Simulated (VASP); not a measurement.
Here is a VASP 6.6.1 calculation.

File INCAR:

```
PREC = Accurate
ENCUT = 520
EDIFF = 1E-6
ISMEAR = 1
SIGMA = 0.15
LREAL = F
LASPH = T
NELM = 80
ALGO = Normal
ISIF = 2
LWAVE = F
LCHARG = F
GGA = PE
NBANDS = 41
```

Contents of KPOINTS:

```
Automatic mesh
0
Gamma
  3 3 2
```

POSCAR

```
SrP4
1.0
    5.9802510000     -0.5050900000      0.0836170000
    0.4356690000      5.8780960000      0.0291480000
    0.2517250000      0.8581340000      6.5304470000
Sr P
2 8
Direct
    0.2942931722      0.7261388252      0.5997965520
   -0.0104068646      0.2799532188      0.1541830313
    0.9890698782      0.0809992025      0.6779701266
    0.2019050179      0.8550327263      0.0467814553
    0.3341245225      0.1555701511      0.7425817790
    0.8554481133      0.7586197009      0.8477881756
    0.7156644300      0.6499710741      0.3805892507
    0.6274099539      0.8799871962      0.1077002838
    0.4713061695      0.4911600588      0.0761688225
    0.5445263806      0.3429638574      0.3695336058
```

Potentials or basis: VASP PAW PBE potentials, release 64 (Sr_sv, P).

The run is started by

```sh
$ cat potpaw_PBE.64/Sr_sv/POTCAR potpaw_PBE.64/P/POTCAR > POTCAR
$ mpirun -np 1 vasp_std > vasp.out
```

(1) What does it give for the pressure?

(2) Predict the band gap on the k mesh.

(3) Estimate the largest force.

Answers

(1) 2.2 GPa.

(2) zero (bands 30 and 31 overlap by 0.02 eV).

(3) 2.575 eV/Å.

Caveat: the k points lie up to 0.48 Å⁻¹ apart.
